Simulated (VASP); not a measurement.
TaTl3Ag3, 7 atoms in the cell. The structure is hexagonal, space group P-6m2 (No. 187). The conventional cell has a = 6.224 Å, b = 6.224 Å, c = 4.811 Å, α = 90.00°, β = 90.00°, γ = 120.00°. Within 3.9 Å of Ta (site symmetry -6m2) lie 6 Ag at 2.93 Å and 6 Tl at 3.11 Å. Tl (site symmetry mm2) has 4 Ag at 3.05 Å and 4 Tl at 3.06 to 3.17 Å and 2 Ta at 3.11 Å within 4.0 Å. Within 3.8 Å of Ag (site symmetry mm2) lie 4 Ag at 2.90 to 3.33 Å and 2 Ta at 2.93 Å and 4 Tl at 3.05 Å. 

* Program: VASP 6.6.1
* Task: single point
* Functional: PBE
* Potentials or basis: VASP PAW PBE potentials, release 64 (Ta_pv, Tl_d, Ag)
* Cutoff: 520 eV
* k mesh: 6 × 6 × 8
* Occupations: gaussian, width 0.1 eV
* Spin: no spin polarisation
* Dipole correction: no
* Further INCAR settings: ALGO = Fast; EDIFF = 1e-07; NBANDS = 50

Potentials or basis: VASP PAW PBE potentials, release 64 (Ta_pv, Tl_d, Ag).

Launch:

```console
$ cat potpaw_PBE.64/Ta_pv/POTCAR potpaw_PBE.64/Tl_d/POTCAR potpaw_PBE.64/Ag/POTCAR > POTCAR
$ mpirun -np 1 vasp_std > vasp.out
```

Hardware: 1 thread of Intel Xeon 6975P-C (shared host).

**Question.** How long does it take, and how much memory?

**Answer.** Run time: 5.8 min on 1 thread of Intel Xeon 6975P-C, on a shared host, peak memory 0.44 GiB. Counts: scf iterations 18, k points 35.
